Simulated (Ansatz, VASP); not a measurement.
Two plane-wave programs on LiPb2

The input INCAR:

```
PREC     = Accurate       # precision mode
ENCUT    = 520            # plane-wave cutoff, eV
EDIFF    = 1E-6           # SCF threshold, eV
ISMEAR   = 0              # smearing method
SIGMA    = 0.1            # smearing width, eV
LREAL    = False          # projectors in reciprocal space
LASPH    = True           # aspherical terms in the spheres
NELM     = 100            # most SCF steps
ALGO     = Normal         # electronic algorithm
ISIF     = 2              # what is computed and relaxed
LWAVE    = False          # write WAVECAR
LCHARG   = True           # write CHGCAR
GGA      = PE             # functional
LELF     = True           # ELF
LVHAR    = True         
NBANDS   = 22             # bands
```

The input KPOINTS:

```
regular mesh
0
Gamma
  6 6 4
```

Contents of POSCAR:

```
LiPb2
1.0
    3.6181217500      0.0000000000      0.0000000000
   -1.8090608700      3.1333853500      0.0000000000
    0.0000000000      0.0000000000      7.1864369200
Li Pb
1 2
Direct
    0.0000000000      0.0000000000      0.0000000000
    0.0000000000      0.0000000000      0.3173477100
    0.0000000000      0.0000000000      0.6826522900
```

Input for Ansatz:

```yaml
crystal:
  lattice:
    - [3.61812175, 0.0, 0.0]
    - [-1.80906087, 3.13338535, 0.0]
    - [0.0, 0.0, 7.18643692]
  atoms:
    - { symbol: Li, position: [0.0, 0.0, 0.0] }
    - { symbol: Pb, position: [0.0, 0.0, 0.31734771] }
    - { symbol: Pb, position: [0.0, 0.0, 0.68265229] }
basis:
  ecutwfc: 420
kpoints:
  mp_grid: { grid: [6, 6, 4] }
hamiltonian:
  xc: pbe
scf:
  occupations: { method: gaussian, width: 0.1 }
  lower_state_search: "off"
output:
  forces: true
  stress: true
  eigenvalues: true
```

Alike in both runs: task single point; functional PBE; k mesh 6 × 6 × 4; occupations gaussian, width 0.1 eV; no spin polarisation.

|  | VASP | Ansatz |
| --- | --- | --- |
| version | VASP 6.6.1 | Ansatz 0.2.0 |
| potentials or method | VASP PAW PBE potentials, release 64 (Li_sv, Pb_d), cutoff 520 eV | scalar-relativistic, plane waves, PAW |
| valence electrons in the cell | 31 | 31 |

VASP gave:

```
gap on the k mesh at the Fermi level (eV) : none
rms of the force components (eV/Å)        : 0.610
```

Task: Which values does Ansatz return?

Result: gap on the k mesh at the Fermi level (eV): none; rms of the force components (eV/Å): 0.618.

Atom by atom the forces differ by 0.007 eV/Å (rms over components). A gap of «none» marks a metal or a gap that the smearing closes. The functional is the same, so the differences come from potentials, cutoffs and numerics.

Spin-orbit coupling is off throughout. Noted on VASP's run: the cutoff is short for stress, so the pressure is rough.
